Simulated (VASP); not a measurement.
Write the native input for VASP 6.6.1 that does the following.

| Property | Result |
| --- | --- |
| Task | single point |
| Functional | RPBE |
| Potentials or basis | VASP PAW PBE potentials, release 64 (Re) |
| Cutoff | 520 eV |
| k mesh | 14 × 14 × 14 |
| Occupations | fermi-dirac, width 0.1 eV |
| Spin | no spin polarisation |
| Dipole correction | no |
| Further INCAR settings | ALGO = Normal; EDIFF = 1e-07; NBANDS = 10 |

The structure of Re lies in POSCAR:

```
Re
1.0
    2.6253412809      0.0000000000      0.0000000000
    0.0000000000      2.6253412809      0.0000000000
    0.0000000000      0.0000000000      2.6253412809
Re
1
Direct
    0.0000000000      0.0000000000      0.0000000000
```

This isn't the form of Re at room conditions, which is hcp.

These files were run (other wordings do the same):

INCAR

```
PREC     = Accurate       # precision mode
ENCUT    = 520            # plane-wave cutoff, eV
EDIFF    = 1E-7           # SCF threshold, eV
ISMEAR   = -1             # smearing method
SIGMA    = 0.1            # smearing width, eV
LREAL    = F              # projectors in reciprocal space
LASPH    = T              # aspherical terms in the spheres
NELM     = 60             # most SCF steps
ALGO     = Normal         # electronic algorithm
ISIF     = 2              # what is computed and relaxed
LWAVE    = F              # write WAVECAR
LCHARG   = F              # write CHGCAR
GGA      = RP             # functional
NBANDS   = 10             # bands
```

KPOINTS

```
regular mesh
0
Gamma
  14 14 14
```

Potentials or basis: VASP PAW PBE potentials, release 64 (Re).

Command:

```sh
$ cat potpaw_PBE.64/Re/POTCAR > POTCAR
$ mpirun -np 1 vasp_std > vasp.out
```

Results of the run:

```yaml
Pressure: -10.5 GPa
Band_gap_on_the_k_mesh: zero (an odd number of electrons rules out a gap without spin polarisation)
```

Caveat: the cell stands under tension; the PAW data sets were made with another functional, which shifts forces and pressure a little; spin-orbit coupling is left out, which moves the levels of the heavy elements.

Run time: 24 s on 1 thread of Intel Xeon 8259CL, with other jobs on the host, peak memory 0.14 GiB.
